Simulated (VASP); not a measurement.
Si8NO14 (a cell with a defect), 23 atoms in the cell. The cell holds a defect, 23 atoms: a = 5.893 Å, b = 5.893 Å, c = 5.329 Å, α = 90.00°, β = 90.00°, γ = 90.00°. 

- Program: VASP 6.6.1
- Task: single point
- Functional: PBE
- Potentials or basis: VASP PAW PBE potentials, release 64 (Si, O, N)
- Cutoff: 520 eV
- k mesh: 2 × 2 × 2
- Occupations: gaussian, width 0.05 eV
- Spin: no spin polarisation
- Dipole correction: no
- Charge: -1
- Further INCAR settings: LREAL = Auto; ALGO = Normal; EDIFF = 1e-06; NBANDS = 78; NELECT = 122.0

Potentials or basis: VASP PAW PBE potentials, release 64 (Si, O, N).

The run is started by

```console
$ cat potpaw_PBE.64/Si/POTCAR potpaw_PBE.64/O/POTCAR potpaw_PBE.64/N/POTCAR > POTCAR
$ mpirun -np 1 vasp_std > vasp.out
```

Hardware: 1 thread of Intel(R) Xeon(R) 6975P-C (Granite Rapids), on a shared host.

Question: How long does it take, and how much memory?

Answer: Wall time 93 s on 1 thread of Intel(R) Xeon(R) 6975P-C (Granite Rapids), on a shared host, peak memory 0.31 GiB. Counts: scf iterations 14, k points 8.
